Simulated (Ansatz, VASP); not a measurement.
**Be24NO in VASP and in Ansatz**

The input INCAR:

```
PREC     = Accurate       # precision mode
ENCUT    = 520            # plane-wave cutoff, eV
EDIFF    = 1E-6           # SCF threshold, eV
ISMEAR   = 0              # smearing method
SIGMA    = 0.1            # smearing width, eV
LREAL    = False          # projectors in reciprocal space
LASPH    = True           # aspherical terms in the spheres
NELM     = 200            # most SCF steps
ALGO     = Normal         # electronic algorithm
ISIF     = 2              # what is computed and relaxed
LWAVE    = False          # write WAVECAR
LCHARG   = False          # write CHGCAR
ISPIN    = 2              # spin polarisation
MAGMOM   = 0 0 0 0 0 0 0 0 0 0 0 0 0 0 0 0 0 0 0 0 0 0 0 0 1 0 # initial moments
LORBIT   = 11             # projections on sites
LDIPOL   = True         
IDIPOL   = 3            
DIPOL    = 0.5 0.5 0.291
GGA      = PE             # functional
NBANDS   = 52             # bands
GGA_COMPAT= False        
NELMDL   = -8           
KPAR     = 4
```

File KPOINTS:

```
regular mesh
0
Gamma
  6 4 1
```

POSCAR

```
Be24NO
1.0
    4.5254381411      0.0000000000      0.0000000000
    0.0000000000      7.1336190820      0.0000000000
    0.0000000000      0.0000000000     22.3685529248
Be N O
24 1 1
Direct
    0.0000000000      0.3750000000      0.1788224752
    0.0000000000      0.8750000000      0.1788224752
    0.5000000000      0.3750000000      0.1788224752
    0.5000000000      0.8750000000      0.1788224752
    0.2500000000      0.1250000000      0.2080237711
    0.2500000000      0.6250000000      0.2080237711
    0.7500000000      0.1250000000      0.2080237711
    0.7500000000      0.6250000000      0.2080237711
    0.2500000000      0.3750000000      0.2664263628
    0.2500000000      0.8750000000      0.2664263628
    0.7500000000      0.3750000000      0.2664263628
    0.7500000000      0.8750000000      0.2664263628
    0.0000000000      0.1250000000      0.2903069137
    0.0000000000      0.6250000000      0.2903069137
    0.5000000000      0.1250000000      0.2903069137
    0.5000000000      0.6250000000      0.2903069137
    0.0000000000      0.3750000000      0.3546814205
    0.0000000000      0.8750000000      0.3546814205
    0.5000000000      0.3750000000      0.3546814205
    0.5000000000      0.8750000000      0.3546814205
    0.2500000000      0.1250000000      0.3741213369
    0.2500000000      0.6250000000      0.3741213369
    0.7500000000      0.1250000000      0.3741213369
    0.7500000000      0.6250000000      0.3741213369
    0.7500000000      0.4583333333      0.4331327537
    0.8849191768      0.5932525101      0.4467861391
```

Input for Ansatz:

```yaml
crystal:
  lattice:
    - [4.5254381411, 0.0, 0.0]
    - [0.0, 7.133619082, 0.0]
    - [0.0, 0.0, 22.3685529248]
  atoms:
    - { symbol: Be, position: [0.0, 0.375, 0.1788224752] }
    - { symbol: Be, position: [0.0, 0.875, 0.1788224752] }
    - { symbol: Be, position: [0.5, 0.375, 0.1788224752] }
    - { symbol: Be, position: [0.5, 0.875, 0.1788224752] }
    - { symbol: Be, position: [0.25, 0.125, 0.2080237711] }
    - { symbol: Be, position: [0.25, 0.625, 0.2080237711] }
    - { symbol: Be, position: [0.75, 0.125, 0.2080237711] }
    - { symbol: Be, position: [0.75, 0.625, 0.2080237711] }
    - { symbol: Be, position: [0.25, 0.375, 0.2664263628] }
    - { symbol: Be, position: [0.25, 0.875, 0.2664263628] }
    - { symbol: Be, position: [0.75, 0.375, 0.2664263628] }
    - { symbol: Be, position: [0.75, 0.875, 0.2664263628] }
    - { symbol: Be, position: [0.0, 0.125, 0.2903069137] }
    - { symbol: Be, position: [0.0, 0.625, 0.2903069137] }
    - { symbol: Be, position: [0.5, 0.125, 0.2903069137] }
    - { symbol: Be, position: [0.5, 0.625, 0.2903069137] }
    - { symbol: Be, position: [0.0, 0.375, 0.3546814205] }
    - { symbol: Be, position: [0.0, 0.875, 0.3546814205] }
    - { symbol: Be, position: [0.5, 0.375, 0.3546814205] }
    - { symbol: Be, position: [0.5, 0.875, 0.3546814205] }
    - { symbol: Be, position: [0.25, 0.125, 0.3741213369] }
    - { symbol: Be, position: [0.25, 0.625, 0.3741213369] }
    - { symbol: Be, position: [0.75, 0.125, 0.3741213369] }
    - { symbol: Be, position: [0.75, 0.625, 0.3741213369] }
    - { symbol: "N", position: [0.75, 0.4583333333, 0.4331327537], spin: 1.0 }
    - { symbol: O, position: [0.8849191768, 0.5932525101, 0.4467861391] }
basis:
  ecutwfc: 420
kpoints:
  mp_grid: { grid: [6, 4, 1] }
hamiltonian:
  xc: pbe
scf:
  occupations: { method: gaussian, width: 0.1 }
output:
  forces: true
  eigenvalues: true
  populations: true
magnetization:
  spin_polarized: true
efield:
  axis: 3
  dipole_correction: true
  ramp_width: 0.04
```

Alike in both runs: task single point; functional PBE; k mesh 6 × 4 × 1; occupations gaussian, width 0.1 eV; collinear spin.

|  | VASP | Ansatz |
| --- | --- | --- |
| version | VASP 6.6.1 | Ansatz 0.2.0 |
| potentials or method | VASP PAW PBE potentials, release 64 (Be, N, O), cutoff 520 eV | scalar-relativistic, plane waves, PAW |
| valence electrons in the cell | 59 | 59 |

|  | VASP | Ansatz | Ansatz less VASP |
| --- | --- | --- | --- |
| gap on the k mesh at the Fermi level (eV) | none | none | - |
| rms of the force components (eV/Å) | 1.278 | 1.099 | -0.1791 |
| net moment per atom (μB) | 0.00 | 0.00 | 0.000 |

Atom by atom the forces differ by 0.184 eV/Å (rms over components). A gap of «none» marks a metal or a gap that the smearing closes. Ansatz's warnings: seeded moment not kept.

Noted on VASP's run: the standard files for N, O and F lose accuracy on very short bonds.
